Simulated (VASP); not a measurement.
# Sr (R-3m) in VASP: single point with PBEsol

Aim: the single point of Sr with PBEsol.

Everything below comes from runs of VASP 6.6.1. Logs are shortened: lines on timing, memory, paths and dates and some standing lists are left out, and cuts for length are marked.

### 1 The cell of the first run

Symmetry: R-3m, No. 166, trigonal system. The conventional cell has a = 7.191 Å, b = 7.191 Å, c = 3.900 Å, α = 90.00°, β = 90.00°, γ = 120.00°. Within 5.1 Å of Sr (site symmetry -3m) lie 14 Sr at 3.90 to 4.90 Å.

### 2 Single point, PBEsol (strained)

File INCAR:

```
PREC = Accurate
ENCUT = 520
EDIFF = 1E-7
ISMEAR = 0
SIGMA = 0.1
LREAL = F
LASPH = T
NELM = 60
ALGO = Normal
ISIF = 2
LWAVE = F
LCHARG = F
GGA = PS
NBANDS = 11
```

File KPOINTS:

```
regular mesh
0
Gamma
  12 12 12
```

File POSCAR:

```
Sr
1.0
   -2.6393942500      2.4453942500      2.4453942500
    2.4453942500     -2.6393942500      2.4453942500
    2.4453942500      2.4453942500     -2.6393942500
Sr
1
Direct
    0.0000000000      0.0000000000      0.0000000000
```

Potentials or basis: VASP PAW PBE potentials, release 64 (Sr_sv).

On the command line:

```
cat potpaw_PBE.64/Sr_sv/POTCAR > POTCAR
mpirun -np 1 vasp_std > vasp.out
```

OUTCAR:

```text
PREC = Accurate
   ENCUT = 520
   EDIFF = 1E-7
   ISMEAR = 0
   LREAL = F
   LASPH = T
   NELM = 60
   ISIF = 2
   GGA = PS

 ion  position               nearest neighbor table
   1  0.000  0.000  0.000-

  LATTYP: Found a trigonal (rhomboedric) cell.
 ALAT       =     4.3504376886
 COS(alpha) =    -0.3660917901

  Lattice vectors:

 A1 = (  -2.6393942500,   2.4453942500,   2.4453942500)
 A2 = (   2.4453942500,  -2.6393942500,   2.4453942500)
 A3 = (   2.4453942500,   2.4453942500,  -2.6393942500)

Analysis of symmetry for initial positions (statically):
=====================================================================
 Subroutine PRICEL returns:
 Original cell was already a primitive cell.

 Routine SETGRP: Setting up the symmetry group for a
 trigonal (rhombohedral) supercell.

 Subroutine GETGRP returns: Found 12 space group operations
 (whereof 12 operations were pure point group operations)
 out of a pool of 12 trial point group operations.

The static configuration has the point symmetry D_3d.

Analysis of symmetry for dynamics (positions and initial velocities):
=====================================================================
 Subroutine PRICEL returns:
 Original cell was already a primitive cell.

 Routine SETGRP: Setting up the symmetry group for a
 trigonal (rhombohedral) supercell.

 Subroutine GETGRP returns: Found 12 space group operations
 (whereof 12 operations were pure point group operations)
 out of a pool of 12 trial point group operations.

The dynamic configuration has the point symmetry D_3d.

 Subroutine INISYM returns: Found 12 space group operations
 (whereof 12 operations are pure point group operations),
 and found     1 'primitive' translations

----------------------------------------------------------------------------------------

                                     Primitive cell

  volume of cell :      58.2100

  direct lattice vectors                    reciprocal lattice vectors
    -2.639394250  2.445394250  2.445394250     0.016946393  0.213611407  0.213611407
     2.445394250 -2.639394250  2.445394250     0.213611407  0.016946393  0.213611407
     2.445394250  2.445394250 -2.639394250     0.213611407  0.213611407  0.016946393

  length of vectors
     4.350437689  4.350437689  4.350437689     0.302567095  0.302567095  0.302567095

  position of ions in fractional coordinates (direct lattice)
     0.000000000  0.000000000  0.000000000

  ion indices of the primitive-cell ions
   primitive index   ion index
                 1           1

----------------------------------------------------------------------------------------

 KPOINTS: regular mesh

Automatic generation of k-mesh.
 Grid dimensions read from file:
 generate k-points for:   12   12   12

 Generating k-lattice:

  Cartesian coordinates                     Fractional coordinates (reciprocal lattice)
     0.001412199  0.017800951  0.017800951     0.083333333  0.000000000  0.000000000
     0.017800951  0.001412199  0.017800951     0.000000000  0.083333333  0.000000000
     0.017800951  0.017800951  0.001412199    -0.000000000 -0.000000000  0.083333333

  Length of vectors
     0.025213925  0.025213925  0.025213925

  Shift w.r.t. Gamma in fractional coordinates (k-lattice)
     0.000000000  0.000000000  0.000000000

 Subroutine IBZKPT returns following result:
 ===========================================

 Found    189 irreducible k-points:

 Following reciprocal coordinates:
            Coordinates               Weight
  0.000000  0.000000  0.000000      1.000000
  0.083333  0.000000  0.000000      6.000000
  0.166667 -0.000000  0.000000      6.000000
  0.250000 -0.000000 -0.000000      6.000000
  0.333333  0.000000  0.000000      6.000000
  0.416667  0.000000  0.000000      6.000000
[... 16 lines left out ...]
  0.500000  0.166667  0.000000     12.000000
 -0.416667  0.166667  0.000000     12.000000
 [... further k-points ...]
   k-points           NKPTS =    189   k-points in BZ     NKDIM =    189   number of bands    NBANDS=     11
   number of dos      NEDOS =    301   number of ions     NIONS =      1
   total plane-waves  NPLWV =  32768
   dimension x,y,z NGX =    32 NGY =   32 NGZ =   32
   dimension x,y,z NGXF=    64 NGYF=   64 NGZF=   64
   ions per type =               1
   NGX,Y,Z   is equivalent  to a cutoff of  12.23, 12.23, 12.23 a.u.
   NGXF,Y,Z  is equivalent  to a cutoff of  24.46, 24.46, 24.46 a.u.
 SYSTEM =  unknown system
   PREC   = accura    normal or accurate (medium, high low for compatibility)
   ISTART =      0    job   : 0-new  1-cont  2-samecut
   ICHARG =      2    charge: 1-file 2-atom 10-const
   ISPIN  =      1    spin polarized calculation?
   LNONCOLLINEAR =      F non collinear calculations
   LSORBIT =      F    spin-orbit coupling
   LASPH  =      T    aspherical Exc in radial PAW
   ENCUT  =  520.0 eV  38.22 Ry    6.18 a.u.   8.09  8.09  8.09*2*pi/ulx,y,z
   NELM   =     60;   NELMIN=  2; NELMDL= -5     # of ELM steps
   EDIFF  = 0.1E-06   stopping-criterion for ELM
   LREAL  =      F    real-space projection
   EDIFFG = 0.1E-05   stopping-criterion for IOM
   NSW    =      0    number of steps for IOM
   IBRION =     -1    ionic relax: 0-MD 1-quasi-New 2-CG
   NFREE  =      0    steps in history (QN), initial steepest desc. (CG)
   ISIF   =      2    stress and relaxation
   ISYM   =      2    0-nonsym 1-usesym 2-fastsym
   POTIM  = 0.5000    time-step for ionic-motion
   TEBEG  =    0.0;   TEEND  =   0.0 temperature during run
   PSTRESS=    0.0 pullay stress
   NELECT =      10.0000    total number of electrons
   NUPDOWN=      -1.0000    fix difference up-down
   EMIN   =  10.00;   EMAX   =-10.00  energy-range for DOS
   EFERMI =   0.00;   METHOD = LEGACY
   ISMEAR =     0;   SIGMA  =   0.10  broadening in eV -4-tet -1-fermi 0-gaus
   EFERMI_NEDOS =   21; number of points for ismear=-14 and -15
   IALGO  =     38    algorithm
   IMIX   =      4    mixing-type and parameters
     AMIX     =   0.40;   BMIX     =  1.00
     AMIX_MAG =   1.60;   BMIX_MAG =  1.00
  volume/ion in A,a.u.               =      58.21       392.82
  Fermi-wavevector in a.u.,A,eV,Ry     =   0.910072  1.719787 11.268766  0.828231
  Thomas-Fermi vector in A             =   2.034191
   LORBIT       =      0    0 simple, 1 ext, 2 COOP (PROOUT), +10 PAW based schemes
   GGA     = PS    functional components
   LHFCALC =     F    Hartree Fock is set to
   AEXX    =    0.0000 exact exchange contribution
   IVDW    =     0    specifies the selected vdW correction
   LEPSILON=     F    determine dielectric tensor
   LRPA    =     F    only Hartree local field effects (RPA)
 non-spin polarized calculation
 Gauss-broadening in eV      SIGMA  =   0.10
  energy-cutoff  :      520.00
  volume of cell :       58.21
 maximum number of plane-waves:      1590
   NGX = 17   NGY = 17   NGZ = 17

 number of electron      10.0000000 magnetization

 Free energy of the ion-electron system (eV)
  ---------------------------------------------------
  ext. energy  EPLUGINS =         0.00000000
  ---------------------------------------------------
  free energy    TOTEN  =        -1.76078725 eV

  energy without entropy =       -1.75196967  energy(sigma->0) =       -1.75637846

 E-fermi :   1.2803     XC(G=0):  -7.2549

 val. band max:        1.2758124046   @ k =  -0.4167   0.5000   0.4167
 cond. band min:       1.2841906273   @ k =  -0.4167   0.5000   0.4167
 fundamental gap:      0.0083782227
 Fermi energy:         1.2802691891

 k-point     1 :       0.0000    0.0000    0.0000
  band No.  band energies     occupation
      1     -35.3733      2.00000
      2     -17.2864      2.00000
      3     -17.2864      2.00000
      4     -17.2499      2.00000
      5      -2.2518      2.00000
      6       3.0364      0.00000
      7       3.6846      0.00000
      8       3.6846      0.00000
      9       5.0785      0.00000
     10       5.0785      0.00000
     11       8.5239      0.00000

 k-point     2 :       0.0833    0.0000    0.0000
  band No.  band energies     occupation
      1     -35.3720      2.00000
      2     -17.2904      2.00000
      3     -17.2856      2.00000
      4     -17.2673      2.00000
      5      -2.1272      2.00000
      6       3.1226      0.00000
      7       3.5998      0.00000
      8       3.7432      0.00000
      9       4.7913      0.00000
     10       4.9847      0.00000
     11       8.6945      0.00000

 k-point     3 :       0.1667   -0.0000    0.0000
  band No.  band energies     occupation
      1     -35.3683      2.00000
      2     -17.3203      2.00000
      3     -17.2953      2.00000
      4     -17.2835      2.00000
      5      -1.7654      2.00000
      6       3.2322      0.00000
      7       3.3719      0.00000
      8       3.9261      0.00000
      9       4.3462      0.00000
     10       4.8183      0.00000
     11       9.0474      0.00000

 k-point     4 :       0.2500   -0.0000   -0.0000
  band No.  band energies     occupation
      1     -35.3633      2.00000
      2     -17.3852      2.00000
      3     -17.3083      2.00000
      4     -17.2807      2.00000
      5      -1.2041      2.00000
      6       2.9029      0.00000
      7       3.0755      0.00000
      8       4.3243      0.00000
      9       4.3942      0.00000
     10       4.7356      0.00000
     11       8.7785      0.00000

 k-point     5 :       0.3333    0.0000    0.0000
  band No.  band energies     occupation
      1     -35.3583      2.00000
      2     -17.4499      2.00000
      3     -17.3202      2.00000
      4     -17.2779      2.00000
      5      -0.5143      2.00000
      6       2.3883      0.00000
      7       2.8008      0.00000
      8       4.4883      0.00000
      9       4.7809      0.00000
     10       5.1095      0.00000
     11       7.9331      0.00000
[... 211 lines left out ...]
 k-point    21 :       0.3333    0.1667    0.0000
  band No.  band energies     occupation
      1     -35.3532      2.00000
      2     -17.5089      2.00000
      3     -17.3265      2.00000
      4     -17.2855      2.00000
      5       0.5648      2.00000
      6       1.7805      0.00000
      7       2.4438      0.00000
      8       4.4364      0.00000
      9       4.8858      0.00000
     10       5.7987      0.00000
     11       7.6349      0.00000

 k-point    22 :       0.4167    0.1667    0.0000
  band No.  band energies     occupation
      1     -35.3536      2.00000
      2     -17.4956      2.00000
      3     -17.3401      2.00000
      4     -17.2870      2.00000
      5       0.8053      2.00000
      6       1.7268      0.00000
      7       2.3243      0.00000
      8       4.3262      0.00000
      9       5.0101      0.00000
     10       6.0156      0.00000
     11       6.9602      0.00000

 k-point    23 :       0.5000    0.1667    0.0000
  band No.  band energies     occupation
      1     -35.3562      2.00000
      2     -17.4545      2.00000
      3     -17.3468      2.00000
      4     -17.2895      2.00000
      5       0.3282      2.00000
      6       2.0254      0.00000
      7       2.3663      0.00000
      8       4.3959      0.00000
      9       4.9851      0.00000
     10       6.1323      0.00000
     11       6.3915      0.00000

 k-point    24 :      -0.4167    0.1667    0.0000
  band No.  band energies     occupation
      1     -35.3605      2.00000
      2     -17.3995      2.00000
      3     -17.3412      2.00000
      4     -17.2923      2.00000
      5      -0.3633      2.00000
      6       2.2739      0.00000
      7       2.5750      0.00000
      8       4.3321      0.00000
      9       5.0748      0.00000
     10       5.4387      0.00000
     11       7.1236      0.00000

 [... further k-points ...]

------------------------ aborting loop because EDIFF is reached ----------------------------------------

  FORCE on cell =-STRESS in cart. coord.  units (eV):
  Direction    XX          YY          ZZ          XY          YZ          ZX
  --------------------------------------------------------------------------------------
  -------------------------------------------------------------------------------------
  Total       -0.3907662     -0.3907662     -0.3907662      0.4150576      0.4150576      0.4150576
  in kB      -10.7554905    -10.7554905    -10.7554905     11.4240896     11.4240896     11.4240896
  external PRESSURE =     -10.7554905 kB  Pullay stress =       0.0000000 kB

 VOLUME and BASIS-vectors are now :
 -----------------------------------------------------------------------------
  energy-cutoff  :      520.00
  volume of cell :       58.21
      direct lattice vectors                 reciprocal lattice vectors
    -2.639394250  2.445394250  2.445394250     0.016946393  0.213611407  0.213611407
     2.445394250 -2.639394250  2.445394250     0.213611407  0.016946393  0.213611407
     2.445394250  2.445394250 -2.639394250     0.213611407  0.213611407  0.016946393

 POSITION                                       TOTAL-FORCE (eV/Angst)
 -----------------------------------------------------------------------------------
      0.00000      0.00000      0.00000         0.000000     -0.000000      0.000000
 -----------------------------------------------------------------------------------
    total drift:                                0.000000      0.000000     -0.000000

  FREE ENERGIE OF THE ION-ELECTRON SYSTEM (eV)
  ---------------------------------------------------
  free  energy   TOTEN  =        -1.7607872466 eV

  energy  without entropy=       -1.7519696742  energy(sigma->0) =       -1.75637846
```

It took 1.8 min on 1 thread of Intel Xeon 8259CL, shared host; peak memory 0.26 GiB.

What came out:

* Free energy: -1.7608 eV
* Pressure: -1.1 GPa
* Band gap on the k mesh: zero (bands 5 and 6 overlap by 0.33 eV)

Caveat: the cell differs from its parent crystal (strained); the PAW data sets were made with another functional, which shifts forces and pressure a little.
